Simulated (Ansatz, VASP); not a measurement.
# Al in VASP and in Ansatz

```
Al
1.0
     2.81246    0.00000    0.00000
    -1.40623    2.43566    0.00000
     0.00000    0.00000    4.86685
Al
2
Cartesian
  0.0000 1.6238 1.2167
  1.4062 0.8119 3.6501
```

Alike in both runs: task relaxation of cell and atoms; functional HSE06; k mesh 6 × 6 × 3; occupations fermi-dirac, width 0.05 eV; no spin polarisation.

|  | VASP | Ansatz |
| --- | --- | --- |
| version | VASP 6.6.1 | Ansatz 0.2.0 |
| potentials or method | VASP PAW PBE potentials, release 64 (Al) | Ansatz PAW |
| plane-wave cutoff (eV) | 600 | 420 |
| valence electrons in the cell | 6 | 6 |

|  | VASP | Ansatz | Ansatz less VASP |
| --- | --- | --- | --- |
| gap on the k mesh at the Fermi level, each at its own relaxed structure (eV) | none | none | - |
| relaxed volume (Å³/atom) | 16.67 | 16.65 | -0.015 |
| relaxed cell length with the largest relative difference (Å) | 2.913 | 2.911 | -0.0019 |

A gap of «none» marks a metal or a gap that the smearing closes.

The k mesh is coarse, so the values compare programs but aren't converged. Noted on Ansatz's run: the plane-wave basis is chosen anew once the cell has moved, so the energies of steps on either side of that aren't comparable.
